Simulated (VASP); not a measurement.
Input of a VASP 6.6.1 run:

The input INCAR:

```
  PREC = Accurate
  ENCUT = 500
  EDIFF = 1E-6
  ISMEAR = 0
  SIGMA = 0.1
  LREAL = F
  LASPH = T
  NELM = 120
  ALGO = Normal
  ISIF = 2
  LWAVE = F
  LCHARG = T
  GGA = PS
  LELF = T
  LVHAR = T
  NBANDS = 10
  GGA_COMPAT = F
```

KPOINTS

```
Automatic mesh
0
Gamma
  8 8 8
```

POSCAR

```
Ir
1.0
    0.0000000000      1.9150000000      1.9150000000
    1.9150000000      0.0000000000      1.9150000000
    1.9150000000      1.9150000000      0.0000000000
Ir
1
Direct
    0.0000000000      0.0000000000      0.0000000000
```

Potentials or basis: VASP PAW PBE potentials, release 64 (Ir).

The run is started by

```sh
$ cat potpaw_PBE.64/Ir/POTCAR > POTCAR
$ mpirun -np 1 vasp_std > vasp.out
```

Task: What does it give for the pressure?

Result: 2.5 GPa.

Task: What does it give for the band gap on the k mesh?

Result: Zero (an odd number of electrons rules out a gap without spin polarisation).

Caveat: the PAW data sets were made with another functional, which shifts forces and pressure a little; spin-orbit coupling is left out, which moves the levels of the heavy elements.
